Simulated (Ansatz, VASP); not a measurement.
This is a calculation of SnSe for VASP 6.6.1.

INCAR

```
ALGO = Normal ; EDIFF = 1E-6
EDIFFG = -0.02 ; ENCUT = 600
GGA = RE ; IBRION = 2
ISIF = 3 ; ISMEAR = -1
IVDW = 12 ; LASPH = True
LCHARG = False ; LREAL = False
LWAVE = False ; NELM = 80
NSW = 80 ; PREC = Accurate
SIGMA = 0.05
```

File KPOINTS:

```
k-points
0
Gamma
  8 8 8
```

Contents of POSCAR:

```
SnSe
1.0
    0.0000000000      3.0100000000      3.0100000000
    3.0100000000      0.0000000000      3.0100000000
    3.0100000000      3.0100000000      0.0000000000
Sn Se
1 1
Direct
    0.0000000000      0.0000000000      0.0000000000
    0.5000000000      0.5000000000      0.5000000000
```

Potentials or basis: VASP PAW PBE potentials, release 64 (Sn_d, Se).

The run is started by

```sh
$ cat potpaw_PBE.64/Sn_d/POTCAR potpaw_PBE.64/Se/POTCAR > POTCAR
$ mpirun -np 1 vasp_std > vasp.out
```

Q: Set up the same calculation for Ansatz 0.2.0. Potentials there: all-electron LAPW, scalar-relativistic.

A: As run (the cutoff follows the program's own potentials):

Contents of input.yaml:

```yaml
crystal:
  lattice:
    - [0.0, 3.01, 3.01]
    - [3.01, 0.0, 3.01]
    - [3.01, 3.01, 0.0]
  atoms:
    - { symbol: Sn, position: [0.0, 0.0, 0.0] }
    - { symbol: Se, position: [0.5, 0.5, 0.5] }
kpoints:
  mp_grid: { grid: [8, 8, 8] }
scf:
  occupations: { method: fermi_dirac, width: 0.05 }
hamiltonian:
  xc: revpbe
  dispersion: d3bj
  pseudopotentials: { kind: all_electron, lapw: { basis_error: 0.001 } }
output:
  forces: true
  stress: true
relax:
  f_tol: 0.02
  max_steps: 60
  cell: {}
```

Potentials or basis: all-electron LAPW, scalar-relativistic.

The run is started by

```bash
$ ansatz run input.yaml --threads 1 --pin off --max-ram 3072MiB --backend cpu --events-out ev --progress --plain --runs-dir out
```

Both were run:

|  | VASP | Ansatz | Ansatz less VASP |
| --- | --- | --- | --- |
| relaxed volume (Å³/atom) | 26.24 | 26.22 | -0.016 |
| relaxed cell length with the largest relative difference (Å) | 4.202 | 4.202 | -0.0009 |

VASP's potentials were made for PBE, not for revPBE. Ansatz ran all-electron here, and VASP with PAW potentials.
